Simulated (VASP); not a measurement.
## WC: single point with PBE

WC:

```
W C
1.0
     1.64035   -2.11804    0.00000
     1.64035    2.11804    0.00000
     0.00000    0.00000    4.30942
W C
1 1
Direct
  0.50000 0.50000 0.50000
  0.00000 0.00000 0.00000
```

| Property | Result |
| --- | --- |
| Program | VASP 6.6.1 |
| Task | single point |
| Functional | PBE |
| Potentials or basis | VASP PAW PBE potentials, release 64 (W_sv, C) |
| Cutoff | 520 eV |
| k mesh | 10 × 10 × 6 |
| Occupations | gaussian, width 0.022 eV |
| Spin | no spin polarisation |

The pressure is -31.9 GPa and the band gap on the k mesh is zero (bands 9 and 10 overlap by 4.08 eV).

Stress tensor (GPa, compression positive):
```
-34.99   0.00   0.00
  0.00  -1.96   0.00
  0.00   0.00 -58.79
```

Levels at points of the mesh, in eV from the Fermi level:
```csv
k point,band 6,band 7,band 8,band 9,band 10,band 11,band 12,band 13
"(0.00, 0.00, 0.00)",-5.60,-3.41,-3.22,1.81,2.06,2.09,2.65,2.71
"(0.50, 0.00, 0.00)",-5.84,-4.81,-3.70,1.85,1.87,2.58,3.50,4.33
"(0.50, 0.50, 0.00)",-3.74,-3.31,-2.62,-0.90,-0.75,-0.20,0.99,6.06
"(0.00, 0.00, 0.50)",-7.95,-3.38,-2.68,0.20,2.03,2.59,3.66,4.40
"(0.50, 0.00, 0.50)",-4.49,-3.94,-2.50,-0.68,0.21,2.20,2.35,2.61
"(0.50, 0.50, 0.50)",-5.69,-5.02,-2.88,0.20,1.06,2.64,3.62,4.15
```

It took 61 s on 1 thread of AMD EPYC 7R13, with other jobs on the host, peak memory 0.18 GiB.

Caveat: the stress differs along the axes, from -59 to -2 GPa; spin-orbit coupling is left out, which moves the levels of the heavy elements.
